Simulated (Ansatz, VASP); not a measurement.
One calculation of HfIn4SiO6, two programs

```
Hf In Si O
1.0
     5.27743    0.00000    0.00000
    -2.63872    4.57039    0.00000
     0.00000    0.00000   10.55905
Hf In Si O
1 4 1 6
Cartesian
  2.6387 1.5235 0.0000
  0.0000 0.0000 3.2148
  0.0000 0.0000 7.3442
  0.0000 3.0469 8.3331
  0.0000 3.0469 2.2260
  0.0000 0.0000 0.0000
  3.2748 3.2219 9.5001
  1.4858 0.1234 1.0589
  0.8498 1.2251 9.5001
  2.0027 3.2219 1.0589
  3.7916 0.1234 9.5001
  4.4277 1.2251 1.0589
```

Alike in both runs: functional PBE; k mesh 6 × 6 × 4; occupations gaussian, width 0.1 eV; no spin polarisation.

Ansatz relaxed the structure, and its values are those at the end. VASP's run is a single point on that final structure, the one shown.

|  | VASP | Ansatz |
| --- | --- | --- |
| version | VASP 6.6.1 | Ansatz 0.2.0 |
| potentials or method | VASP PAW PBE potentials, release 64 (Hf_pv, In_d, Si, O), cutoff 520 eV | scalar-relativistic, plane waves, PAW |
| valence electrons in the cell | 102 | 118 |

|  | VASP | Ansatz | Ansatz less VASP |
| --- | --- | --- | --- |
| gap on the k mesh at the Fermi level (eV) | none | none | - |
| pressure (GPa) | -0.4 | 0.0 | +0.36 |
| rms of the force components (eV/Å) | 0.061 | 0.001 | -0.0597 |

A gap of «none» marks a metal or a gap that the smearing closes. With one functional, cell and mesh, what is left measures potentials, basis and numerics. VASP's potentials hold 102 valence electrons a cell and Ansatz's 118, so a difference there can come from the potentials and not from the codes.

Neither program's run includes spin-orbit coupling.
